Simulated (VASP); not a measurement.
A run of VASP 6.6.1 is set up as follows.

Contents of INCAR:

```
ALGO = Normal ; EDIFF = 1E-6
ENCUT = 500 ; GGA = PE
GGA_COMPAT = False ; ISIF = 2
ISMEAR = 0 ; LASPH = True
LCHARG = False ; LREAL = False
LWAVE = False ; NBANDS = 11
NELM = 120 ; PREC = Accurate
SIGMA = 0.1
```

KPOINTS

```
k-points
0
Gamma
  4 4 4
```

The input POSCAR:

```
Ca
1.0
   -2.2052049036      2.2052049036      2.1961148100
    2.2052049036     -2.2052049036      2.1961148100
    2.2052049036      2.2052049036     -2.1961148100
Ca
1
Direct
    0.5000000000      0.5000000000      0.0000000000
```

Potentials or basis: VASP PAW PBE potentials, release 64 (Ca_sv).

The run is started by

```console
$ cat potpaw_PBE.64/Ca_sv/POTCAR > POTCAR
$ mpirun -np 1 vasp_std > vasp.out
```

Estimate the band gap on the k mesh.

zero (bands 5 and 6 overlap by 0.39 eV).

Estimate the pressure.

-0.2 GPa.

Stress tensor (GPa, compression positive):
```
-0.09  0.00  0.00
 0.00 -0.09  0.00
 0.00  0.00 -0.35
```

Caveat: the k points lie up to 0.50 Å⁻¹ apart.
